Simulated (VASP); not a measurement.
# In (I4/mmm) in VASP: a series of runs

Runs on In. Level: PBEsol. Tasks: single point.

Everything below comes from runs of VASP 6.6.1. Logs are shortened: lines on timing, memory, paths and dates and some standing lists are left out, and cuts for length are marked.

### 1 The cell of the first run

The structure is tetragonal, space group I4/mmm (No. 139). Conventional cell: a = 3.315 Å, b = 3.315 Å, c = 5.044 Å, α = 90.00°, β = 90.00°, γ = 90.00°. In (site symmetry 4/mmm) has 12 In at 3.31 to 3.44 Å within 4.4 Å.

### 2 Single point, PBEsol (volume scaled by 1.06)

INCAR

```
PREC = Accurate
ENCUT = 520
EDIFF = 1E-7
ISMEAR = -1
SIGMA = 0.05
LREAL = F
LASPH = T
NELM = 60
ALGO = Normal
ISIF = 2
LWAVE = F
LCHARG = F
GGA = PS
NBANDS = 12
```

KPOINTS

```
Automatic mesh
0
Gamma
  11 11 11
```

POSCAR

```
In
1.0
   -1.6573500545      1.6573500545      2.5222162388
    1.6573500545     -1.6573500545      2.5222162388
    1.6573500545      1.6573500545     -2.5222162388
In
1
Direct
    0.0000000000      0.0000000000      0.0000000000
```

Potentials or basis: VASP PAW PBE potentials, release 64 (In_d).

Started as:

```bash
cat potpaw_PBE.64/In_d/POTCAR > POTCAR
mpirun -np 1 vasp_std > vasp.out
```

OUTCAR:

```text
PREC = Accurate
   ENCUT = 520
   EDIFF = 1E-7
   ISMEAR = -1
   LREAL = F
   LASPH = T
   NELM = 60
   ISIF = 2
   GGA = PS

 ion  position               nearest neighbor table
   1  0.000  0.000  0.000-

  LATTYP: Found a body centered tetragonal cell.
 ALAT       =     3.3147001090
 C/A-ratio  =     1.5218367610

  Lattice vectors:

 A1 = (  -1.6573500545,   1.6573500545,   2.5222162388)
 A2 = (   1.6573500545,  -1.6573500545,   2.5222162388)
 A3 = (   1.6573500545,   1.6573500545,  -2.5222162388)

Analysis of symmetry for initial positions (statically):
=====================================================================
 Subroutine PRICEL returns:
 Original cell was already a primitive cell.

 Routine SETGRP: Setting up the symmetry group for a
 body centered tetragonal supercell.

 Subroutine GETGRP returns: Found 16 space group operations
 (whereof 16 operations were pure point group operations)
 out of a pool of 16 trial point group operations.

The static configuration has the point symmetry D_4h.

Analysis of symmetry for dynamics (positions and initial velocities):
=====================================================================
 Subroutine PRICEL returns:
 Original cell was already a primitive cell.

 Routine SETGRP: Setting up the symmetry group for a
 body centered tetragonal supercell.

 Subroutine GETGRP returns: Found 16 space group operations
 (whereof 16 operations were pure point group operations)
 out of a pool of 16 trial point group operations.

The dynamic configuration has the point symmetry D_4h.

 Subroutine INISYM returns: Found 16 space group operations
 (whereof 16 operations are pure point group operations),
 and found     1 'primitive' translations

----------------------------------------------------------------------------------------

                                     Primitive cell

  volume of cell :      27.7122

  direct lattice vectors                    reciprocal lattice vectors
    -1.657350054  1.657350054  2.522216239     0.000000000  0.301686417  0.198238356
     1.657350054 -1.657350054  2.522216239     0.301686417  0.000000000  0.198238356
     1.657350054  1.657350054 -2.522216239     0.301686417  0.301686417  0.000000000

  length of vectors
     3.443137110  3.443137110  3.443137110     0.360989113  0.360989113  0.426649023

  position of ions in fractional coordinates (direct lattice)
     0.000000000  0.000000000  0.000000000

  ion indices of the primitive-cell ions
   primitive index   ion index
                 1           1

----------------------------------------------------------------------------------------

 KPOINTS: Automatic mesh

Automatic generation of k-mesh.
 Grid dimensions read from file:
 generate k-points for:   11   11   11

 Generating k-lattice:

  Cartesian coordinates                     Fractional coordinates (reciprocal lattice)
     0.000000000  0.027426038  0.018021669     0.090909091  0.000000000  0.000000000
     0.027426038  0.000000000  0.018021669     0.000000000  0.090909091  0.000000000
     0.027426038  0.027426038  0.000000000     0.000000000  0.000000000  0.090909091

  Length of vectors
     0.032817192  0.032817192  0.038786275

  Shift w.r.t. Gamma in fractional coordinates (k-lattice)
     0.000000000  0.000000000  0.000000000

 Subroutine IBZKPT returns following result:
 ===========================================

 Found    126 irreducible k-points:

 Following reciprocal coordinates:
            Coordinates               Weight
  0.000000  0.000000  0.000000      1.000000
  0.090909 -0.000000  0.000000      8.000000
  0.181818 -0.000000  0.000000      8.000000
  0.272727 -0.000000  0.000000      8.000000
  0.363636 -0.000000  0.000000      8.000000
  0.454545 -0.000000  0.000000      8.000000
[... 16 lines left out ...]
 -0.272727  0.181818  0.000000     16.000000
 -0.181818  0.181818  0.000000      4.000000
 [... further k-points ...]
   k-points           NKPTS =    126   k-points in BZ     NKDIM =    126   number of bands    NBANDS=     12
   number of dos      NEDOS =    301   number of ions     NIONS =      1
   total plane-waves  NPLWV =  21952
   dimension x,y,z NGX =    28 NGY =   28 NGZ =   28
   dimension x,y,z NGXF=    56 NGYF=   56 NGZF=   56
   ions per type =               1
   NGX,Y,Z   is equivalent  to a cutoff of  13.52, 13.52, 13.52 a.u.
   NGXF,Y,Z  is equivalent  to a cutoff of  27.04, 27.04, 27.04 a.u.
 SYSTEM =  unknown system
   PREC   = accura    normal or accurate (medium, high low for compatibility)
   ISTART =      0    job   : 0-new  1-cont  2-samecut
   ICHARG =      2    charge: 1-file 2-atom 10-const
   ISPIN  =      1    spin polarized calculation?
   LNONCOLLINEAR =      F non collinear calculations
   LSORBIT =      F    spin-orbit coupling
   LASPH  =      T    aspherical Exc in radial PAW
   ENCUT  =  520.0 eV  38.22 Ry    6.18 a.u.   6.40  6.40  6.40*2*pi/ulx,y,z
   NELM   =     60;   NELMIN=  2; NELMDL= -5     # of ELM steps
   EDIFF  = 0.1E-06   stopping-criterion for ELM
   LREAL  =      F    real-space projection
   EDIFFG = 0.1E-05   stopping-criterion for IOM
   NSW    =      0    number of steps for IOM
   IBRION =     -1    ionic relax: 0-MD 1-quasi-New 2-CG
   NFREE  =      0    steps in history (QN), initial steepest desc. (CG)
   ISIF   =      2    stress and relaxation
   ISYM   =      2    0-nonsym 1-usesym 2-fastsym
   POTIM  = 0.5000    time-step for ionic-motion
   TEBEG  =    0.0;   TEEND  =   0.0 temperature during run
   PSTRESS=    0.0 pullay stress
   NELECT =      13.0000    total number of electrons
   NUPDOWN=      -1.0000    fix difference up-down
   EMIN   =  10.00;   EMAX   =-10.00  energy-range for DOS
   EFERMI =   0.00;   METHOD = LEGACY
   ISMEAR =    -1;   SIGMA  =   0.05  broadening in eV -4-tet -1-fermi 0-gaus
   EFERMI_NEDOS =   21; number of points for ismear=-14 and -15
   IALGO  =     38    algorithm
   IMIX   =      4    mixing-type and parameters
     AMIX     =   0.40;   BMIX     =  1.00
     AMIX_MAG =   1.60;   BMIX_MAG =  1.00
  volume/ion in A,a.u.               =      27.71       187.01
  Fermi-wavevector in a.u.,A,eV,Ry     =   1.272035  2.403797 22.015215  1.618073
  Thomas-Fermi vector in A             =   2.404935
   LORBIT       =      0    0 simple, 1 ext, 2 COOP (PROOUT), +10 PAW based schemes
   GGA     = PS    functional components
   LHFCALC =     F    Hartree Fock is set to
   AEXX    =    0.0000 exact exchange contribution
   IVDW    =     0    specifies the selected vdW correction
   LEPSILON=     F    determine dielectric tensor
   LRPA    =     F    only Hartree local field effects (RPA)
 non-spin polarized calculation
  energy-cutoff  :      520.00
  volume of cell :       27.71
 maximum number of plane-waves:       760
 NGX is ok and might be reduce to    28
   NGX = 13   NGY = 13   NGZ = 13

 number of electron      12.9999995 magnetization

 Free energy of the ion-electron system (eV)
  ---------------------------------------------------
  ext. energy  EPLUGINS =         0.00000000
  ---------------------------------------------------
  free energy    TOTEN  =        -2.96355067 eV

  energy without entropy =       -2.95927984  energy(sigma->0) =       -2.96141525

 E-fermi :   6.7345     XC(G=0): -10.1339

 val. band max:        6.6537275631   @ k =   0.3636   0.2727   0.1818
 cond. band min:       6.7527660606   @ k =  -0.4545  -0.4545   0.1818
 fundamental gap:      0.0990384975
 Fermi energy:         6.7344934955

 k-point     1 :       0.0000    0.0000    0.0000
  band No.  band energies     occupation
      1      -7.8295      2.00000
      2      -7.7356      2.00000
      3      -7.7356      2.00000
      4      -7.6662      2.00000
      5      -7.5773      2.00000
      6      -2.4551      2.00000
      7      16.7255      0.00000
      8      16.7255      0.00000
      9      16.8694      0.00000
     10      18.1797      0.00000
     11      20.1864      0.00000
     12      20.3413      0.00000

 k-point     2 :       0.0909   -0.0000    0.0000
  band No.  band energies     occupation
      1      -7.8183      2.00000
      2      -7.7362      2.00000
      3      -7.7246      2.00000
      4      -7.6633      2.00000
      5      -7.5815      2.00000
      6      -2.2818      2.00000
      7      14.8713      0.00000
      8      16.4180      0.00000
      9      16.5254      0.00000
     10      17.8970      0.00000
     11      20.5853      0.00000
     12      20.7890      0.00000

 k-point     3 :       0.1818   -0.0000    0.0000
  band No.  band energies     occupation
      1      -7.8002      2.00000
      2      -7.7444      2.00000
      3      -7.7021      2.00000
      4      -7.6392      2.00000
      5      -7.5854      2.00000
      6      -1.7569      2.00000
      7      11.8860      0.00000
      8      15.6175      0.00000
      9      16.1302      0.00000
     10      17.7799      0.00000
     11      19.5726      0.00000
     12      21.8363      0.00000
[... 286 lines left out ...]
 k-point    23 :      -0.2727    0.1818    0.0000
  band No.  band energies     occupation
      1      -7.8146      2.00000
      2      -7.7067      2.00000
      3      -7.6635      2.00000
      4      -7.6407      2.00000
      5      -7.5645      2.00000
      6      -0.8125      2.00000
      7      11.1750      0.00000
      8      12.9455      0.00000
      9      13.9990      0.00000
     10      16.0380      0.00000
     11      16.9511      0.00000
     12      22.2780      0.00000

 k-point    24 :      -0.1818    0.1818    0.0000
  band No.  band energies     occupation
      1      -7.7951      2.00000
      2      -7.7139      2.00000
      3      -7.6710      2.00000
      4      -7.6665      2.00000
      5      -7.5955      2.00000
      6      -1.4815      2.00000
      7      13.5527      0.00000
      8      13.8122      0.00000
      9      14.2813      0.00000
     10      15.8627      0.00000
     11      17.9383      0.00000
     12      22.7083      0.00000

 [... further k-points ...]
[... 5 lines left out ...]
  --------------------------------------------------------------------------------------
  -------------------------------------------------------------------------------------
  Total       -0.5099343     -0.5099343     -0.5050093      0.0000000     -0.0000000      0.0000000
  in kB      -29.4818026    -29.4818026    -29.1970597      0.0000000     -0.0000000      0.0000000
  external PRESSURE =     -29.3868883 kB  Pullay stress =       0.0000000 kB

 VOLUME and BASIS-vectors are now :
 -----------------------------------------------------------------------------
  energy-cutoff  :      520.00
  volume of cell :       27.71
      direct lattice vectors                 reciprocal lattice vectors
    -1.657350054  1.657350054  2.522216239     0.000000000  0.301686417  0.198238356
     1.657350054 -1.657350054  2.522216239     0.301686417  0.000000000  0.198238356
     1.657350054  1.657350054 -2.522216239     0.301686417  0.301686417  0.000000000

 POSITION                                       TOTAL-FORCE (eV/Angst)
 -----------------------------------------------------------------------------------
      0.00000      0.00000      0.00000         0.000000      0.000000      0.000000
 -----------------------------------------------------------------------------------
    total drift:                               -0.000000     -0.000000      0.000000

  FREE ENERGIE OF THE ION-ELECTRON SYSTEM (eV)
  ---------------------------------------------------
  free  energy   TOTEN  =        -2.9635506696 eV

  energy  without entropy=       -2.9592798398  energy(sigma->0) =       -2.96141525
```

Wall time 31 s (1 thread of Intel Xeon 6975P-C, shared host); peak memory 0.18 GiB.

What came out:

```yaml
Free_energy: -2.9636 eV
Pressure: -2.9 GPa
```

Levels at points of the mesh, in eV from the Fermi level:
| k point | band 2 | band 3 | band 4 | band 5 | band 6 | band 7 | band 8 | band 9 | band 10 | band 11 |
| --- | --- | --- | --- | --- | --- | --- | --- | --- | --- | --- |
| (0.00, 0.00, 0.00) | -14.47 | -14.47 | -14.40 | -14.31 | -9.19 | 9.99 | 9.99 | 10.13 | 11.45 | 13.45 |

Caveat: the PAW data sets were made with another functional, which shifts forces and pressure a little; spin-orbit coupling is left out, which moves the levels of the heavy elements.

(Continued in part 2 of 2.)
